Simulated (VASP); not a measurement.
Input of a VASP 6.6.1 run:

The input POSCAR:

```
BN
1.0
    2.5008381060      0.0000000000      0.0000000000
   -1.2504190530      2.1657893305      0.0000000000
    0.0000000000      0.0000000000      6.8931301039
B N
2 2
Direct
    0.3333333333      0.6666666667      0.2500000000
    0.6666666667      0.3333333333      0.7500000000
    0.6666666667      0.3333333333      0.2500000000
    0.3333333333      0.6666666667      0.7500000000
```

The input INCAR.step1:

```
SYSTEM = BN
PREC     = Accurate       ! precision mode
ENCUT    = 520            ! plane-wave cutoff, eV
ISMEAR   = 0              ! smearing method
SIGMA    = 0.01           ! smearing width, eV
LREAL    = .FALSE.        ! projectors in reciprocal space
LASPH    = .TRUE.         ! aspherical terms in the spheres
NELM     = 100            ! most SCF steps
NBANDS   = 16             ! bands
GGA      = PE             ! functional
ALGO     = Normal         ! electronic algorithm
EDIFF    = 1E-4           ! SCF threshold, eV
LWAVE    = .TRUE.         ! write WAVECAR
LCHARG   = .FALSE.        ! write CHGCAR
```

File INCAR.step2:

```
SYSTEM = BN
PREC     = Accurate       ! precision mode
ENCUT    = 520            ! plane-wave cutoff, eV
EDIFF    = 1E-7           ! SCF threshold, eV
ISMEAR   = 0              ! smearing method
SIGMA    = 0.01           ! smearing width, eV
LREAL    = .FALSE.        ! projectors in reciprocal space
LASPH    = .TRUE.         ! aspherical terms in the spheres
NELM     = 100            ! most SCF steps
ALGO     = Normal         ! electronic algorithm
ISIF     = 2              ! what is computed and relaxed
LWAVE    = .FALSE.        ! write WAVECAR
LCHARG   = .FALSE.        ! write CHGCAR
METAGGA  = R2SCAN         ! meta-GGA
LMIXTAU  = .TRUE.       
NBANDS   = 16             ! bands
ISTART   = 1
```

Contents of KPOINTS:

```
regular mesh
0
G
  12 12 4
  0 0 0
```

Potentials or basis: VASP PAW PBE potentials, release 64 (B, N).

Run with:

```console
$ cat potpaw_PBE.64/B/POTCAR potpaw_PBE.64/N/POTCAR > POTCAR
$ cp INCAR.step1 INCAR
$ mpirun -np 1 vasp_std > vasp.out
$ cp INCAR.step2 INCAR
$ mpirun -np 1 vasp_std > vasp.out
```

**Question.** Estimate the pressure.

**Answer.** 0.4 GPa.

**Question.** What does it give for the band gap on the k mesh?

**Answer.** 4.93 eV, indirect (least direct gap 5.37 eV).

Stress tensor (GPa, compression positive):
```
 0.73  0.00  0.00
 0.00  0.73  0.00
 0.00  0.00 -0.30
```

Caveat: the PAW data sets were made with another functional, which shifts forces and pressure a little. A k mesh can miss the band edges.
